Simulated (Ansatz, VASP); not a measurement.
**One calculation of TeRu, two programs**

```xyz
2
Lattice="0.0000 3.1139 3.1139 3.1139 0.0000 3.1139 3.1139 3.1139 0.0000" Properties=species:S:1:pos:R:3 pbc="T T T"
Ru    0.0000    0.0000    0.0000
Te    1.5570    1.5570    1.5570
```

Alike in both runs: task single point; functional PBEsol; k mesh 5 × 5 × 5; occupations gaussian, width 0.05 eV; collinear spin; Hubbard terms Ru d U = 6.0 eV.

|  | VASP | Ansatz |
| --- | --- | --- |
| version | VASP 6.6.1 | Ansatz 0.2.0 |
| potentials or method | VASP PAW PBE potentials, release 64 (Ru_pv, Te), cutoff 520 eV | all-electron LAPW, scalar-relativistic |

```tsv
	VASP	Ansatz	Ansatz less VASP
gap on the k mesh at the Fermi level (eV)	none	none	-
pressure (GPa)	-0.5	0.5	+1.02
net moment per atom (μB)	1.00	1.00	-0.001
size of the moment on the site where the two differ most (μB)	0.28	0.34	+0.061
```

VASP's potentials were made for PBE, not for PBEsol. Site moments also hang on the region over which each program counts them. The programs project onto different local orbitals, so the same U acts differently, and such runs can settle in different states. A gap of «none» marks a metal or a gap that the smearing closes. Ansatz ran all-electron here, and VASP with PAW potentials.

Spin-orbit coupling is off throughout. Noted on Ansatz's run: the k mesh is thin for a metal, which can move the energy by tens of meV per atom; U is the effective U less J, on atomic orbitals that reach past the spheres.
